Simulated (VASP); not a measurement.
# Cu in VASP: relaxation of the atoms with PBE

Aim: the relaxation of the atoms of Cu with PBE.

All numbers are computed with VASP 6.6.1; they aren't measurements. Logs are shortened: lines on timing, memory, paths and dates and some standing lists are left out, and cuts for length are marked.

### 1 The cell of the first run

The cell holds a slab with vacuum, 6 atoms: a = 2.556 Å, b = 2.556 Å, c = 30.436 Å, α = 90.00°, β = 90.00°, γ = 120.00°.

### 2 Relaxation of the atoms, PBE

Input file INCAR:

```
  ALGO = Normal
  DIPOL = 0.5 0.5 0.500
  EDIFF = 1E-6
  EDIFFG = -0.04
  ENCUT = 520
  GGA = PE
  IBRION = 2
  IDIPOL = 3
  ISIF = 2
  ISMEAR = 0
  LASPH = T
  LCHARG = F
  LDIPOL = T
  LREAL = F
  LWAVE = F
  NELM = 60
  NSW = 60
  PREC = Accurate
  SIGMA = 0.1
```

Input file KPOINTS:

```
k-points
0
Gamma
  12 12 1
```

Input file POSCAR:

```
Cu
1.0
    2.5561910100      0.0000000000      0.0000000000
   -1.2780955100      2.2137263600      0.0000000000
    0.0000000000      0.0000000000     30.4356058385
Cu
6
Selective dynamics
Direct
    0.6666666700      0.3333333300      0.3285625413  F F F
    0.3333333300      0.6666666700      0.3971375248  F F F
    0.0000000000      0.0000000000      0.4657125083  F F F
    0.6666666700      0.3333333300      0.5342874917  T T T
    0.3333333300      0.6666666700      0.6028624752  T T T
    0.0000000000      0.0000000000      0.6714374587  T T T
```

Potentials or basis: VASP PAW PBE potentials, release 64 (Cu).

The run is started by

```sh
> cat potpaw_PBE.64/Cu/POTCAR > POTCAR
> mpirun -np 1 vasp_std > vasp.out
```

OUTCAR:

```text
EDIFF = 1E-6
   EDIFFG = -0.04
   ENCUT = 520
   GGA = PE
   IBRION = 2
   ISIF = 2
   ISMEAR = 0
   LASPH = T
   LREAL = F
   NELM = 60
   NSW = 60
   PREC = Accurate

 ion  position               nearest neighbor table
   1  0.667  0.333  0.329-   2 2.56   2 2.56   2 2.56
   2  0.333  0.667  0.397-   1 2.56   3 2.56   1 2.56   3 2.56   3 2.56   1 2.56
   3  0.000  0.000  0.466-   4 2.56   2 2.56   4 2.56   2 2.56   4 2.56   2 2.56
   4  0.667  0.333  0.534-   3 2.56   5 2.56   5 2.56   3 2.56   3 2.56   5 2.56
   5  0.333  0.667  0.603-   4 2.56   6 2.56   4 2.56   6 2.56   6 2.56   4 2.56
   6  0.000  0.000  0.671-   5 2.56   5 2.56   5 2.56

  LATTYP: Found a hexagonal cell.
 ALAT       =     2.5561910100
 C/A-ratio  =    11.9066242387

  Lattice vectors:

 A1 = (   2.5561910100,   0.0000000000,   0.0000000000)
 A2 = (  -1.2780955100,   2.2137263600,   0.0000000000)
 A3 = (   0.0000000000,   0.0000000000,  30.4356058385)

Analysis of symmetry for initial positions (statically):
=====================================================================
 Subroutine PRICEL returns:
 Original cell was already a primitive cell.

 Routine SETGRP: Setting up the symmetry group for a
 hexagonal supercell.

 Subroutine GETGRP returns: Found 12 space group operations
 (whereof  6 operations were pure point group operations)
 out of a pool of 24 trial point group operations.

The static configuration has the point symmetry C_3v.
 The point group associated with its full space group is D_3d.

Analysis of symmetry for dynamics (positions and initial velocities):
=====================================================================
 Subroutine PRICEL returns:
 Original cell was already a primitive cell.

 Routine SETGRP: Setting up the symmetry group for a
 hexagonal supercell.

 Subroutine GETGRP returns: Found 12 space group operations
 (whereof  6 operations were pure point group operations)
 out of a pool of 24 trial point group operations.

The dynamic configuration has the point symmetry C_3v.
 The point group associated with its full space group is D_3d.

Analysis of constrained symmetry for selective dynamics:
=====================================================================
 Subroutine PRICEL returns:
 Original cell was already a primitive cell.

 Routine SETGRP: Setting up the symmetry group for a
 hexagonal supercell.

 Subroutine GETGRP returns: Found  6 space group operations
 (whereof  6 operations were pure point group operations)
 out of a pool of 24 trial point group operations.

The constrained configuration has the point symmetry C_3v.

 Subroutine INISYM returns: Found  6 space group operations
 (whereof  6 operations are pure point group operations),
 and found     1 'primitive' translations

----------------------------------------------------------------------------------------

                                     Primitive cell

  volume of cell :     172.2262

  direct lattice vectors                    reciprocal lattice vectors
     2.556191010  0.000000000  0.000000000     0.391207072  0.225863508  0.000000000
    -1.278095510  2.213726360  0.000000000     0.000000000  0.451727015  0.000000000
     0.000000000  0.000000000 30.435605838     0.000000000  0.000000000  0.032856254

  length of vectors
     2.556191010  2.556191020 30.435605838     0.451727016  0.451727015  0.032856254

  position of ions in fractional coordinates (direct lattice)
     0.666666670  0.333333330  0.328562541
     0.333333330  0.666666670  0.397137525
     0.000000000  0.000000000  0.465712508
     0.666666670  0.333333330  0.534287492
     0.333333330  0.666666670  0.602862475
     0.000000000  0.000000000  0.671437459

  ion indices of the primitive-cell ions
   primitive index   ion index
                 1           1
                 2           2
                 3           3
                 4           4
                 5           5
                 6           6

----------------------------------------------------------------------------------------

 KPOINTS: k-points

Automatic generation of k-mesh.
 Grid dimensions read from file:
 generate k-points for:   12   12    1

 Generating k-lattice:

  Cartesian coordinates                     Fractional coordinates (reciprocal lattice)
     0.032600589  0.018821959  0.000000000     0.083333333  0.000000000  0.000000000
     0.000000000  0.037643918  0.000000000     0.000000000  0.083333333  0.000000000
     0.000000000  0.000000000  0.032856254     0.000000000  0.000000000  1.000000000

  Length of vectors
     0.037643918  0.037643918  0.032856254

  Shift w.r.t. Gamma in fractional coordinates (k-lattice)
     0.000000000  0.000000000  0.000000000

 Subroutine IBZKPT returns following result:
 ===========================================

 Found     19 irreducible k-points:

 Following reciprocal coordinates:
            Coordinates               Weight
  0.000000  0.000000  0.000000      1.000000
  0.083333 -0.000000  0.000000      6.000000
  0.166667  0.000000  0.000000      6.000000
  0.250000  0.000000  0.000000      6.000000
  0.333333  0.000000  0.000000      6.000000
  0.416667  0.000000  0.000000      6.000000
[... 11 lines left out ...]
  0.333333  0.250000  0.000000     12.000000
  0.333333  0.333333  0.000000      2.000000
   k-points           NKPTS =     19   k-points in BZ     NKDIM =     19   number of bands    NBANDS=     39
   number of dos      NEDOS =    301   number of ions     NIONS =      6
   total plane-waves  NPLWV =  96000
   dimension x,y,z NGX =    20 NGY =   20 NGZ =  240
   dimension x,y,z NGXF=    40 NGYF=   40 NGZF=  480
   ions per type =               6
   NGX,Y,Z   is equivalent  to a cutoff of  13.01, 13.01, 13.11 a.u.
   NGXF,Y,Z  is equivalent  to a cutoff of  26.01, 26.01, 26.22 a.u.
 SYSTEM =  unknown system
   PREC   = accura    normal or accurate (medium, high low for compatibility)
   ISTART =      0    job   : 0-new  1-cont  2-samecut
   ICHARG =      2    charge: 1-file 2-atom 10-const
   ISPIN  =      1    spin polarized calculation?
   LNONCOLLINEAR =      F non collinear calculations
   LSORBIT =      F    spin-orbit coupling
   LASPH  =      T    aspherical Exc in radial PAW
   ENCUT  =  520.0 eV  38.22 Ry    6.18 a.u.   4.75  4.75 56.59*2*pi/ulx,y,z
   NELM   =     60;   NELMIN=  2; NELMDL= -5     # of ELM steps
   EDIFF  = 0.1E-05   stopping-criterion for ELM
   LREAL  =      F    real-space projection
   EDIFFG = -.4E-01   stopping-criterion for IOM
   NSW    =     60    number of steps for IOM
   IBRION =      2    ionic relax: 0-MD 1-quasi-New 2-CG
   NFREE  =      1    steps in history (QN), initial steepest desc. (CG)
   ISIF   =      2    stress and relaxation
   ISYM   =      2    0-nonsym 1-usesym 2-fastsym
   POTIM  = 0.5000    time-step for ionic-motion
   TEBEG  =    0.0;   TEEND  =   0.0 temperature during run
   PSTRESS=    0.0 pullay stress
   NELECT =      66.0000    total number of electrons
   NUPDOWN=      -1.0000    fix difference up-down
   EMIN   =  10.00;   EMAX   =-10.00  energy-range for DOS
   EFERMI =   0.00;   METHOD = LEGACY
   ISMEAR =     0;   SIGMA  =   0.10  broadening in eV -4-tet -1-fermi 0-gaus
   EFERMI_NEDOS =   21; number of points for ismear=-14 and -15
   IALGO  =     38    algorithm
   IMIX   =      4    mixing-type and parameters
     AMIX     =   0.40;   BMIX     =  1.00
     AMIX_MAG =   1.60;   BMIX_MAG =  1.00
  volume/ion in A,a.u.               =      28.70       193.71
  Fermi-wavevector in a.u.,A,eV,Ry     =   1.189113  2.247097 19.238494  1.413989
  Thomas-Fermi vector in A             =   2.325227
   LORBIT       =      0    0 simple, 1 ext, 2 COOP (PROOUT), +10 PAW based schemes
   GGA     = PE    functional components
   LHFCALC =     F    Hartree Fock is set to
   AEXX    =    0.0000 exact exchange contribution
   IVDW    =     0    specifies the selected vdW correction
   LEPSILON=     F    determine dielectric tensor
   LRPA    =     F    only Hartree local field effects (RPA)
 conjugate gradient relaxation of ions
 non-spin polarized calculation
 Gauss-broadening in eV      SIGMA  =   0.10
  energy-cutoff  :      520.00
  volume of cell :      172.23
 maximum number of plane-waves:      4673
 NGX is ok and might be reduce to    20
   NGX =  9   NGY =  9   NGZ =113

 dipolmoment           0.000000      0.000000      0.000001 electrons x Angstroem

 number of electron      66.0000022 magnetization

 dipolmoment           0.000000      0.000000     -0.000001 electrons x Angstroem

 Free energy of the ion-electron system (eV)
  ---------------------------------------------------
  ext. energy  EPLUGINS =         0.00000000
  ---------------------------------------------------
  free energy    TOTEN  =       -21.43410567 eV

  energy without entropy =      -21.41709302  energy(sigma->0) =      -21.42559935

 E-fermi :   0.4487     XC(G=0):  -5.8701

 val. band max:        0.4187163213   @ k =   0.2500   0.2500   0.0000
 cond. band min:       0.4997210263   @ k =   0.4167   0.0833   0.0000
 fundamental gap:      0.0810047049
 Fermi energy:         0.4486981778

 k-point     1 :       0.0000    0.0000    0.0000
  band No.  band energies     occupation
      1      -8.7252      2.00000
      2      -8.0998      2.00000
      3      -7.1073      2.00000
      4      -5.9390      2.00000
      5      -5.0205      2.00000
      6      -4.6998      2.00000
[... 31 lines left out ...]
     38       4.5102      0.00000
     39       4.7187      0.00000

 k-point     2 :       0.0833   -0.0000    0.0000
  band No.  band energies     occupation
      1      -8.5022      2.00000
      2      -7.8817      2.00000
      3      -6.8980      2.00000
      4      -5.7433      2.00000
      5      -4.8476      2.00000
      6      -4.5544      2.00000
[... 703 lines left out ...]
     38       6.0698      0.00000
     39       6.4637      0.00000

 k-point    19 :       0.3333    0.3333    0.0000
  band No.  band energies     occupation
      1      -3.5887      2.00000
      2      -3.5887      2.00000
      3      -3.5756      2.00000
      4      -3.4944      2.00000
      5      -3.4806      2.00000
      6      -3.4806      2.00000
[... 31 lines left out ...]
     38       5.6055      0.00000
     39       5.6055      0.00000

------------------------ aborting loop because EDIFF is reached ----------------------------------------

 vacuum level on the upper side and lower side of the slab       (xc-potential included)        -0.149        -0.149

  FORCE on cell =-STRESS in cart. coord.  units (eV):
  Direction    XX          YY          ZZ          XY          YZ          ZX
  --------------------------------------------------------------------------------------
  -------------------------------------------------------------------------------------
  Total        0.0469550      0.0469550     -0.1073157     -0.0000000      0.0000000      0.0000000
  in kB        0.4368104      0.4368104     -0.9983309     -0.0000000      0.0000000      0.0000000
  external PRESSURE =      -0.0415700 kB  Pullay stress =       0.0000000 kB

 VOLUME and BASIS-vectors are now :
 -----------------------------------------------------------------------------
  energy-cutoff  :      520.00
  volume of cell :      172.23
      direct lattice vectors                 reciprocal lattice vectors
     2.556191010  0.000000000  0.000000000     0.391207072  0.225863508  0.000000000
    -1.278095510  2.213726360  0.000000000     0.000000000  0.451727015  0.000000000
     0.000000000  0.000000000 30.435605838     0.000000000  0.000000000  0.032856254

 POSITION                                       TOTAL-FORCE (eV/Angst)
 -----------------------------------------------------------------------------------
      1.27810      0.73791     10.00000        -0.000000      0.000000      0.021736
     -0.00000      1.47582     12.08712         0.000000     -0.000000     -0.027140
      0.00000      0.00000     14.17424         0.000000      0.000000     -0.004265
      1.27810      0.73791     16.26136         0.000000      0.000000      0.003546
     -0.00000      1.47582     18.34848        -0.000000      0.000000      0.026980
      0.00000      0.00000     20.43561         0.000000      0.000000     -0.020857
 -----------------------------------------------------------------------------------
    total drift:                               -0.000000     -0.000000      0.000630

  FREE ENERGIE OF THE ION-ELECTRON SYSTEM (eV)
  ---------------------------------------------------
  free  energy   TOTEN  =       -21.4341056740 eV

  energy  without entropy=      -21.4170930221  energy(sigma->0) =      -21.42559935

 reached required accuracy - stopping structural energy minimisation

 vacuum level on the upper side and lower side of the slab         4.915         4.915
```

It took 2.3 min on 1 thread of Intel Xeon 6975P-C (Granite Rapids), shared host; peak memory 0.33 GiB.

Results:

```
Free energy            : -21.4341 eV
Band gap on the k mesh : zero (bands 33 and 34 overlap by 5.00 eV)
```

Final structure:
```xyz
6
Lattice="2.5562 0.0000 0.0000 -1.2781 2.2137 0.0000 0.0000 0.0000 30.4356" Properties=species:S:1:pos:R:3 pbc="T T T"
Cu    1.2781    0.7379   10.0000
Cu    0.0000    1.4758   12.0871
Cu    0.0000    0.0000   14.1742
Cu    1.2781    0.7379   16.2614
Cu    0.0000    1.4758   18.3485
Cu    0.0000    0.0000   20.4356
```

Caveat: the relaxation stopped at its first step, so nothing moved.
